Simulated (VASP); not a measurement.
Wanted: the native input for a VASP 6.6.1 run.

| Property | Result |
| --- | --- |
| Task | single point |
| Functional | r2SCAN |
| Potentials or basis | VASP PAW PBE potentials, release 64 (B, N) |
| Cutoff | 520 eV |
| k mesh | 9 × 9 × 4 |
| Occupations | gaussian, width 0.01 eV |
| Spin | no spin polarisation |
| Dipole correction | no |
| Further INCAR settings | ALGO = Normal; EDIFF = 1e-06; NBANDS = 16 |

Crystal: BN.

```
B N
1.0
     2.54395    0.00000    0.00000
    -1.27197    2.20312    0.00000
     0.00000    0.00000    4.20782
B N
2 2
Direct
  0.66667 0.33333 0.00020
  0.33333 0.66667 0.50020
  0.66667 0.33333 0.37480
  0.33333 0.66667 0.87480
```

One way to write it, as run:

POSCAR

```
BN
1.0
    2.5439493169      0.0000000000      0.0000000000
   -1.2719746584      2.2031247344      0.0000000000
    0.0000000000      0.0000000000      4.2078167860
B N
2 2
Direct
    0.6666666667      0.3333333333      0.0002035744
    0.3333333333      0.6666666667      0.5002035744
    0.6666666667      0.3333333333      0.3747964256
    0.3333333333      0.6666666667      0.8747964256
```

INCAR.step1

```
ALGO = Normal
EDIFF = 1E-4
ENCUT = 520
GGA = PE
ISMEAR = 0
LASPH = True
LCHARG = False
LREAL = False
LWAVE = True
NBANDS = 16
NELM = 80
PREC = Accurate
SIGMA = 0.01
```

INCAR.step2

```
ALGO = Normal
EDIFF = 1E-6
ENCUT = 520
ISIF = 2
ISMEAR = 0
ISTART = 1
LASPH = True
LCHARG = False
LMIXTAU = True
LREAL = False
LWAVE = False
METAGGA = R2SCAN
NBANDS = 16
NELM = 80
PREC = Accurate
SIGMA = 0.01
```

KPOINTS

```
k-points
0
Gamma
  9 9 4
```

Potentials or basis: VASP PAW PBE potentials, release 64 (B, N).

Command:

```console
$ cat potpaw_PBE.64/B/POTCAR potpaw_PBE.64/N/POTCAR > POTCAR
$ cp INCAR.step1 INCAR
$ mpirun -np 1 vasp_std > vasp.out
$ cp INCAR.step2 INCAR
$ mpirun -np 1 vasp_std > vasp.out
```

It gave:

- Pressure: 1.1 GPa
- Band gap on the k mesh: 5.72 eV, indirect (least direct gap 8.97 eV)

Caveat: the PAW data sets were made with another functional, which shifts forces and pressure a little.

It took 21 s on 1 thread of Intel(R) Xeon(R) 6975P-C (Granite Rapids), with other jobs on the host, peak memory 0.13 GiB.
